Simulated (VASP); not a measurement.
A run of VASP 6.6.1 is set up as follows.

INCAR

```
  ALGO = Normal
  EDIFF = 1E-7
  ENCUT = 520
  GGA = PE
  ISIF = 2
  ISMEAR = 0
  LASPH = T
  LCHARG = F
  LREAL = F
  LWAVE = F
  NBANDS = 21
  NELM = 60
  PREC = Accurate
  SIGMA = 0.1
```

The input KPOINTS:

```
k-points
0
Gamma
  4 4 4
```

The input POSCAR:

```
Si3Ge
1.0
    0.0000000000      3.1725725544      3.1725725544
    3.1725725544      0.0000000000      3.1725725544
    3.1725725544      3.1725725544      0.0000000000
Si Ge
3 1
Direct
    0.7500000000      0.7500000000      0.7500000000
    0.2500000000      0.2500000000      0.2500000000
    0.5000000000      0.5000000000      0.5000000000
    0.0000000000      0.0000000000      0.0000000000
```

Potentials or basis: VASP PAW PBE potentials, release 64 (Si, Ge_d).

Command:

```console
$ cat potpaw_PBE.64/Si/POTCAR potpaw_PBE.64/Ge_d/POTCAR > POTCAR
$ mpirun -np 1 vasp_std > vasp.out
```

Problem. Predict the pressure.

Solution. 0.0 GPa.

Problem. What does it give for the band gap on the k mesh?

Solution. Zero (band 13 reaches 11.60 eV, above the bottom of band 14 at 6.36 eV).

Caveat: the k points lie up to 0.43 Å⁻¹ apart.
